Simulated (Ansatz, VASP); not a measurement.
**Ti in VASP and in Ansatz**

INCAR

```
SYSTEM = Ti
ALGO = Fast
EDIFF = 1E-6
EDIFFG = -0.005
ENCUT = 600
GGA = CA
IBRION = 2
ISIF = 3
ISMEAR = 0
LASPH = .TRUE.
LCHARG = .FALSE.
LREAL = .FALSE.
LWAVE = .FALSE.
NELM = 80
NSW = 70
PREC = Accurate
SIGMA = 0.1
```

The input KPOINTS:

```
k-points
0
G
  12 12 14
  0 0 0
```

POSCAR

```
Ti
1.0
    4.5797920052      0.0000000000      0.0000000000
   -2.2898960026      3.9662162205      0.0000000000
    0.0000000000      0.0000000000      2.8314061317
Ti
3
Direct
    0.0000000000      0.0000000000      0.0000000000
    0.3333333333      0.6666666667      0.5000000000
    0.6666666667      0.3333333333      0.5000000000
```

Input for Ansatz:

```yaml
crystal:
  lattice:
    - [4.5797920052, 0.0, 0.0]
    - [-2.2898960026, 3.9662162205, 0.0]
    - [0.0, 0.0, 2.8314061317]
  atoms:
    - { symbol: Ti, position: [0.0, 0.0, 0.0] }
    - { symbol: Ti, position: [0.3333333333, 0.6666666667, 0.5] }
    - { symbol: Ti, position: [0.6666666667, 0.3333333333, 0.5] }
basis:
  ecutwfc: 420
kpoints:
  mp_grid: { grid: [12, 12, 14] }
hamiltonian:
  xc: lda
scf:
  occupations: { method: gaussian, width: 0.1 }
output:
  forces: true
  stress: true
  eigenvalues: true
relax:
  adjacent_minimum: "off"
  f_tol: 0.005
  max_steps: 50
  cell: { stress_tol: 0.05 }
```

Alike in both runs: task relaxation of cell and atoms; functional LDA; k mesh 12 × 12 × 14; occupations gaussian, width 0.1 eV; no spin polarisation.

|  | VASP | Ansatz |
| --- | --- | --- |
| version | VASP 6.6.1 | Ansatz 0.2.0 |
| potentials or method | VASP PAW LDA potentials, release 64 (Ti_sv), cutoff 600 eV | scalar-relativistic, plane waves, PAW |
| valence electrons in the cell | 36 | 36 |

Ansatz gave:

```
gap on the k mesh at the Fermi level, each at its own relaxed structure (eV) : none
relaxed volume (Å³/atom)                                                     : 15.85
relaxed cell length with the largest relative difference (Å)                 : 4.451
```

Estimate VASP's values.

gap on the k mesh at the Fermi level, each at its own relaxed structure (eV): none; relaxed volume (Å³/atom): 15.82; relaxed cell length with the largest relative difference (Å): 4.448.

LDA's correlation is that of Perdew and Zunger in VASP and of Perdew and Wang (1992) in Ansatz. A gap of «none» marks a metal or a gap that the smearing closes.
